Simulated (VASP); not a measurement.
# Ag (P2_1/m) in VASP: a series of runs

Ag is run at these levels: PBE; tasks: single point.

All numbers are computed with VASP 6.6.1; they aren't measurements. Logs are shortened: lines on timing, memory, paths and dates and some standing lists are left out, and cuts for length are marked.

## 1. The cell of the first run

It takes space group P2_1/m (No. 11, monoclinic). The conventional cell has a = 2.930 Å, b = 4.790 Å, c = 2.930 Å, α = 90.00°, β = 120.00°, γ = 90.00°. Within 3.7 Å of Ag (site symmetry m) lie 12 Ag at 2.79 to 3.09 Å.

## 2. Single point, PBE (atom 1 (Ag) moved by (-0.300, +0.000) A along x and y)

INCAR

```
SYSTEM = Ag
PREC = Accurate
ENCUT = 520
EDIFF = 1E-6
ISMEAR = 0
SIGMA = 0.15
LREAL = .False.
LASPH = .True.
NELM = 80
ALGO = Fast
ISIF = 2
LWAVE = .False.
LCHARG = .True.
GGA = PE
LELF = .True.
LVHAR = .True.
NBANDS = 18
```

KPOINTS

```
Automatic mesh
0
Gamma
  18 18 10
  0 0 0
```

POSCAR

```
Ag
1.0
    2.9299980804      0.0000000000      0.0000000000
   -1.4649990402      2.5374527707      0.0000000000
    0.0000000000      0.0000000000      4.7900000000
Ag
2
Direct
    0.2309441878      0.6666666667      0.2500000000
    0.6666666667      0.3333333333      0.7500000000
```

Potentials or basis: VASP PAW PBE potentials, release 64 (Ag).

On the command line:

```console
cat potpaw_PBE.64/Ag/POTCAR > POTCAR
mpirun -np 1 vasp_std > vasp.out
```

OUTCAR:

```text
SYSTEM = Ag
   PREC = Accurate
   ENCUT = 520
   EDIFF = 1E-6
   ISMEAR = 0
   LREAL = .False.
   LASPH = .True.
   NELM = 80
   ISIF = 2
   GGA = PE

 ion  position               nearest neighbor table
   1  0.231  0.667  0.250-   2 2.79   2 2.79   2 2.95   2 2.95   2 3.09   2 3.09
   2  0.667  0.333  0.750-   1 2.79   1 2.79   1 2.95   1 2.95   1 3.09   1 3.09

  LATTYP: Found a hexagonal cell.
 ALAT       =     2.9299980804
 C/A-ratio  =     1.6348133577

  Lattice vectors:

 A1 = (   2.9299980804,   0.0000000000,   0.0000000000)
 A2 = (  -1.4649990402,   2.5374527707,   0.0000000000)
 A3 = (   0.0000000000,   0.0000000000,   4.7900000000)

Analysis of symmetry for initial positions (statically):
=====================================================================
 Subroutine PRICEL returns:
 Original cell was already a primitive cell.

 Routine SETGRP: Setting up the symmetry group for a
 hexagonal supercell.

 Subroutine GETGRP returns: Found  4 space group operations
 (whereof  1 operations were pure point group operations)
 out of a pool of 24 trial point group operations.

The static configuration has the point symmetry C_1 .
 The point group associated with its full space group is C_2h.

Analysis of symmetry for dynamics (positions and initial velocities):
=====================================================================
 Subroutine PRICEL returns:
 Original cell was already a primitive cell.

 Routine SETGRP: Setting up the symmetry group for a
 hexagonal supercell.

 Subroutine GETGRP returns: Found  4 space group operations
 (whereof  1 operations were pure point group operations)
 out of a pool of 24 trial point group operations.

The dynamic configuration has the point symmetry C_1 .
 The point group associated with its full space group is C_2h.

 Subroutine INISYM returns: Found  4 space group operations
 (whereof  1 operations are pure point group operations),
 and found     1 'primitive' translations

----------------------------------------------------------------------------------------

                                     Primitive cell

  volume of cell :      35.6124

  direct lattice vectors                    reciprocal lattice vectors
     2.929998080  0.000000000  0.000000000     0.341297152  0.197048003  0.000000000
    -1.464999040  2.537452771  0.000000000     0.000000000  0.394096005  0.000000000
     0.000000000  0.000000000  4.790000000     0.000000000  0.000000000  0.208768267

  length of vectors
     2.929998080  2.929998080  4.790000000     0.394096005  0.394096005  0.208768267

  position of ions in fractional coordinates (direct lattice)
     0.230944188  0.666666667  0.250000000
     0.666666667  0.333333333  0.750000000

  ion indices of the primitive-cell ions
   primitive index   ion index
                 1           1
                 2           2

----------------------------------------------------------------------------------------

 KPOINTS: Automatic mesh

Automatic generation of k-mesh.
 Grid dimensions read from file:
 generate k-points for:   18   18   10

 Generating k-lattice:

  Cartesian coordinates                     Fractional coordinates (reciprocal lattice)
     0.018960953  0.010947111  0.000000000     0.055555556  0.000000000  0.000000000
     0.000000000  0.021894223  0.000000000     0.000000000  0.055555556  0.000000000
     0.000000000  0.000000000  0.020876827     0.000000000  0.000000000  0.100000000

  Length of vectors
     0.021894223  0.021894223  0.020876827

  Shift w.r.t. Gamma in fractional coordinates (k-lattice)
     0.000000000  0.000000000  0.000000000

 Subroutine IBZKPT returns following result:
 ===========================================

 Found    984 irreducible k-points:

 Following reciprocal coordinates:
            Coordinates               Weight
  0.000000  0.000000  0.000000      1.000000
  0.055556  0.000000  0.000000      2.000000
  0.000000  0.055556  0.000000      2.000000
 -0.055556  0.055556  0.000000      2.000000
  0.111111  0.000000  0.000000      2.000000
  0.000000  0.111111  0.000000      2.000000
[... 16 lines left out ...]
  0.444444  0.000000  0.000000      2.000000
  0.000000  0.444444  0.000000      2.000000
 [... further k-points ...]
   k-points           NKPTS =    984   k-points in BZ     NKDIM =    984   number of bands    NBANDS=     18
   number of dos      NEDOS =    301   number of ions     NIONS =      2
   total plane-waves  NPLWV =  20736
   dimension x,y,z NGX =    24 NGY =   24 NGZ =   36
   dimension x,y,z NGXF=    48 NGYF=   48 NGZF=   72
   ions per type =               2
   NGX,Y,Z   is equivalent  to a cutoff of  13.62, 13.62, 12.49 a.u.
   NGXF,Y,Z  is equivalent  to a cutoff of  27.23, 27.23, 24.99 a.u.
 SYSTEM =  Ag
   PREC   = accura    normal or accurate (medium, high low for compatibility)
   ISTART =      0    job   : 0-new  1-cont  2-samecut
   ICHARG =      2    charge: 1-file 2-atom 10-const
   ISPIN  =      1    spin polarized calculation?
   LNONCOLLINEAR =      F non collinear calculations
   LSORBIT =      F    spin-orbit coupling
   LASPH  =      T    aspherical Exc in radial PAW
   ENCUT  =  520.0 eV  38.22 Ry    6.18 a.u.   5.45  5.45  8.91*2*pi/ulx,y,z
   NELM   =     80;   NELMIN=  2; NELMDL= -5     # of ELM steps
   EDIFF  = 0.1E-05   stopping-criterion for ELM
   LREAL  =      F    real-space projection
   EDIFFG = 0.1E-04   stopping-criterion for IOM
   NSW    =      0    number of steps for IOM
   IBRION =     -1    ionic relax: 0-MD 1-quasi-New 2-CG
   NFREE  =      0    steps in history (QN), initial steepest desc. (CG)
   ISIF   =      2    stress and relaxation
   ISYM   =      2    0-nonsym 1-usesym 2-fastsym
   POTIM  = 0.5000    time-step for ionic-motion
   TEBEG  =    0.0;   TEEND  =   0.0 temperature during run
   PSTRESS=    0.0 pullay stress
   NELECT =      22.0000    total number of electrons
   NUPDOWN=      -1.0000    fix difference up-down
   EMIN   =  10.00;   EMAX   =-10.00  energy-range for DOS
   EFERMI =   0.00;   METHOD = LEGACY
   ISMEAR =     0;   SIGMA  =   0.15  broadening in eV -4-tet -1-fermi 0-gaus
   EFERMI_NEDOS =   21; number of points for ismear=-14 and -15
   IALGO  =     68    algorithm
   IMIX   =      4    mixing-type and parameters
     AMIX     =   0.40;   BMIX     =  1.00
     AMIX_MAG =   1.60;   BMIX_MAG =  1.00
  volume/ion in A,a.u.               =      17.81       120.16
  Fermi-wavevector in a.u.,A,eV,Ry     =   1.394276  2.634800 26.449806  1.944006
  Thomas-Fermi vector in A             =   2.517841
   LORBIT       =      0    0 simple, 1 ext, 2 COOP (PROOUT), +10 PAW based schemes
   GGA     = PE    functional components
   LHFCALC =     F    Hartree Fock is set to
   AEXX    =    0.0000 exact exchange contribution
   IVDW    =     0    specifies the selected vdW correction
   LEPSILON=     F    determine dielectric tensor
   LRPA    =     F    only Hartree local field effects (RPA)
 non-spin polarized calculation
 RMM-DIIS sequential band-by-band and
 Gauss-broadening in eV      SIGMA  =   0.15
  energy-cutoff  :      520.00
  volume of cell :       35.61
 maximum number of plane-waves:       990
 NGX is ok and might be reduce to    24
   NGX = 11   NGY = 11   NGZ = 17

 number of electron      22.0000005 magnetization

 Free energy of the ion-electron system (eV)
  ---------------------------------------------------
  ext. energy  EPLUGINS =         0.00000000
  ---------------------------------------------------
  free energy    TOTEN  =        -5.39240565 eV

  energy without entropy =       -5.38527303  energy(sigma->0) =       -5.38883934

 E-fermi :   7.8439     XC(G=0): -11.9483

 val. band max:        7.8437962045   @ k =  -0.3333   0.5000  -0.3000
 cond. band min:       7.8479494822   @ k =   0.0000   0.1111   0.1000
 fundamental gap:      0.0041532777
 Fermi energy:         7.8438631408

 k-point     1 :       0.0000    0.0000    0.0000
  band No.  band energies     occupation
      1       0.3892      2.00000
      2       1.7157      2.00000
      3       2.9689      2.00000
      4       3.2282      2.00000
      5       3.3659      2.00000
      6       3.4658      2.00000
[... 10 lines left out ...]
     17      25.2701      0.00000
     18      26.7577      0.00000

 k-point     2 :       0.0556    0.0000    0.0000
  band No.  band energies     occupation
      1       0.4731      2.00000
      2       1.7676      2.00000
      3       2.9569      2.00000
      4       3.2302      2.00000
      5       3.3967      2.00000
      6       3.5049      2.00000
[... 10 lines left out ...]
     17      25.3278      0.00000
     18      26.1990      0.00000

 k-point     3 :       0.0000    0.0556    0.0000
  band No.  band energies     occupation
      1       0.4722      2.00000
      2       1.7649      2.00000
      3       2.9704      2.00000
      4       3.2376      2.00000
      5       3.3902      2.00000
      6       3.4651      2.00000
[... 10 lines left out ...]
     17      25.3261      0.00000
     18      26.7331      0.00000

 k-point     4 :      -0.0556    0.0556    0.0000
  band No.  band energies     occupation
      1       0.4706      2.00000
      2       1.7582      2.00000
      3       2.9715      2.00000
      4       3.2711      2.00000
      5       3.3635      2.00000
      6       3.4682      2.00000
[... 375 lines left out ...]
      4       3.1409      2.00000
      5       3.5295      2.00000
      6       3.9128      2.00000
[... 10 lines left out ...]
     17      19.9720      0.00000
     18      23.9169      0.00000

 k-point    23 :       0.4444    0.0000    0.0000
  band No.  band energies     occupation
      1       1.8415      2.00000
      2       2.2966      2.00000
      3       2.3474      2.00000
      4       3.1285      2.00000
      5       3.3204      2.00000
      6       3.6156      2.00000
[... 10 lines left out ...]
     17      18.5473      0.00000
     18      23.8297      0.00000

 k-point    24 :       0.0000    0.4444    0.0000
  band No.  band energies     occupation
      1       1.8765      2.00000
      2       2.1028      2.00000
      3       2.1529      2.00000
      4       3.2448      2.00000
      5       3.4803      2.00000
      6       3.5662      2.00000
[... 10 lines left out ...]
     17      18.8578      0.00000
     18      23.0977      0.00000

 [... further k-points ...]

------------------------ aborting loop because EDIFF is reached ----------------------------------------

  FORCE on cell =-STRESS in cart. coord.  units (eV):
  Direction    XX          YY          ZZ          XY          YZ          ZX
  --------------------------------------------------------------------------------------
  -------------------------------------------------------------------------------------
  Total        0.0346908      0.0895642      0.5280915      0.3144637      0.0000000      0.0000000
  in kB        1.5607176      4.0294369     23.7584948     14.1475173      0.0000000      0.0000000
  external PRESSURE =       9.7828831 kB  Pullay stress =       0.0000000 kB

 VOLUME and BASIS-vectors are now :
 -----------------------------------------------------------------------------
  energy-cutoff  :      520.00
  volume of cell :       35.61
      direct lattice vectors                 reciprocal lattice vectors
     2.929998080  0.000000000  0.000000000     0.341297152  0.197048003  0.000000000
    -1.464999040  2.537452771  0.000000000     0.000000000  0.394096005  0.000000000
     0.000000000  0.000000000  4.790000000     0.000000000  0.000000000  0.208768267

 POSITION                                       TOTAL-FORCE (eV/Angst)
 -----------------------------------------------------------------------------------
     -0.30000      1.69164      1.19750         0.247546      0.102490      0.000000
      1.46500      0.84582      3.59250        -0.247546     -0.102490      0.000000
 -----------------------------------------------------------------------------------
    total drift:                                0.000004     -0.000000      0.000000

  FREE ENERGIE OF THE ION-ELECTRON SYSTEM (eV)
  ---------------------------------------------------
  free  energy   TOTEN  =        -5.3924056507 eV

  energy  without entropy=       -5.3852730346  energy(sigma->0) =       -5.38883934
```

Run time: 4.1 min. Hardware: 1 thread of Intel Xeon Platinum 8375C at 2.90GHz (Ice Lake), shared host; peak memory 0.58 GiB.

What came out:

```yaml
Free_energy: -5.3924 eV
Pressure: 1.0 GPa
Largest_force: 0.268 eV/Å
Band_gap_on_the_k_mesh: zero (bands 11 and 12 overlap by 7.30 eV)
```

Forces in eV/Å, atoms in the order of the input:
```
Ag   0.248  0.102  0.000
Ag  -0.248 -0.102  0.000
```

Levels at points of the mesh, in eV from the Fermi level:
```csv
k point,band 9,band 10,band 11,band 12,band 13,band 14
"(0.00, 0.00, 0.00)",-3.66,-3.44,-2.85,-0.28,3.37,15.37
"(0.50, 0.00, 0.00)",-3.01,-2.80,0.56,1.03,7.42,7.96
"(0.00, 0.50, 0.00)",-2.95,-2.85,0.12,1.46,6.68,6.98
"(0.50, 0.50, 0.00)",-2.89,-2.89,-0.29,1.84,6.07,6.10
"(0.00, 0.00, 0.50)",-3.46,-3.46,-3.34,-3.34,10.80,10.80
"(0.50, 0.00, 0.50)",-2.84,-2.84,0.55,0.55,4.62,4.62
"(0.00, 0.50, 0.50)",-2.88,-2.88,0.81,0.81,4.35,4.35
"(0.50, 0.50, 0.50)",-2.88,-2.88,1.24,1.24,3.90,3.90
```

Caveat: the cell differs from its parent crystal (atom 1 (Ag) moved by (-0.300, +0.000) A along x and y).

## 3. Single point, PBE (atom 1 (Ag) moved by (-0.300, +0.600) A along x and y)

INCAR

```
SYSTEM = Ag
PREC = Accurate ; ENCUT = 520
EDIFF = 1E-6 ; ISMEAR = 0
SIGMA = 0.15 ; LREAL = .FALSE.
LASPH = .TRUE. ; NELM = 60
ALGO = Fast ; ISIF = 2
LWAVE = .FALSE. ; LCHARG = .TRUE.
GGA = PE ; LELF = .TRUE.
LVHAR = .TRUE. ; NBANDS = 18
```

KPOINTS

```
regular mesh
0
G
  18 18 10
  0 0 0
```

POSCAR: that of step 2 with these lines changed.

```diff
@@ -8,3 +8,3 @@
 Direct
-    0.2309441878      0.6666666667      0.2500000000
+    0.3491729893      0.9031242697      0.2500000000
     0.6666666667      0.3333333333      0.7500000000
```

Potentials or basis: VASP PAW PBE potentials, release 64 (Ag).

On the command line:

```console
cat potpaw_PBE.64/Ag/POTCAR > POTCAR
mpirun -np 1 vasp_std > vasp.out
```

Wall time 4.4 min (1 thread of Intel Xeon Platinum 8375C at 2.90GHz (Ice Lake), shared host); peak memory 0.58 GiB.

The run converged. Its results:

```
Free energy            : -5.2350 eV
Pressure               : 3.4 GPa
Largest force          : 0.708 eV/Å
Band gap on the k mesh : zero (bands 11 and 12 overlap by 7.25 eV)
```

Forces on the atoms (eV/Å):
```
Ag  -0.157 -0.691  0.000
Ag   0.157  0.691  0.000
```

Stress tensor (GPa, compression positive):
```
-1.85  1.64  0.00
 1.64  1.98  0.00
 0.00  0.00 10.11
```

Levels at points of the mesh, in eV from the Fermi level:
```tsv
k point	band 7	band 8	band 9	band 10	band 11	band 12	band 13	band 14	band 15	band 16
(0.00, 0.00, 0.00)	-4.34	-4.22	-3.87	-3.25	-2.91	-0.26	3.47	15.45	15.87	17.61
(0.50, 0.00, 0.00)	-3.73	-3.64	-2.91	-2.88	0.07	1.54	6.54	6.89	9.20	10.28
(0.00, 0.50, 0.00)	-3.87	-3.16	-3.00	-2.83	0.49	1.13	7.23	7.96	8.45	9.30
(0.50, 0.50, 0.00)	-3.10	-3.02	-2.84	-2.76	-0.67	2.16	5.41	5.57	10.38	11.11
(0.00, 0.00, 0.50)	-4.46	-4.46	-3.43	-3.43	-3.32	-3.32	10.79	10.79	16.22	16.22
(0.50, 0.00, 0.50)	-2.93	-2.93	-2.83	-2.83	0.87	0.87	4.28	4.28	12.02	12.02
(0.00, 0.50, 0.50)	-2.92	-2.92	-2.71	-2.71	0.55	0.55	4.60	4.60	12.67	12.67
(0.50, 0.50, 0.50)	-3.28	-3.28	-2.90	-2.90	1.83	1.83	3.29	3.29	12.57	12.57
```

Caveat: the cell differs from its parent crystal (atom 1 (Ag) moved by (-0.300, +0.600) A along x and y); the stress differs along the axes, from -2 to 10 GPa.
